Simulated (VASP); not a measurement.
A run of VASP 6.6.1:

File INCAR:

```
SYSTEM = Ca
PREC = Accurate
ENCUT = 500
EDIFF = 1E-6
ISMEAR = -4
SIGMA = 0.1
LREAL = .False.
LASPH = .True.
NELM = 120
ALGO = Normal
ISIF = 2
LWAVE = .False.
LCHARG = .False.
GGA = PE
IVDW = 12
NBANDS = 11
GGA_COMPAT = .False.
```

KPOINTS

```
regular mesh
0
Gamma
  4 4 4
  0 0 0
```

The input POSCAR:

```
Ca
1.0
   -2.2052049036      2.2052049036      2.1961148100
    2.2052049036     -2.2052049036      2.1961148100
    2.2052049036      2.2052049036     -2.1961148100
Ca
1
Direct
    0.5000000000      0.5000000000      0.0000000000
```

Potentials or basis: VASP PAW PBE potentials, release 64 (Ca_sv).

Launch:

```sh
$ cat potpaw_PBE.64/Ca_sv/POTCAR > POTCAR
$ mpirun -np 1 vasp_std > vasp.out
```

Hardware: 1 thread of AMD EPYC 7R43 64-Core Processor (Zen 3), with other jobs on the host.

Q: How long does it take, and how much memory?

A: It took 11 s on 1 thread of AMD EPYC 7R43 64-Core Processor (Zen 3) (shared host), peak memory 0.12 GiB. Counts: scf iterations 12, k points 13.
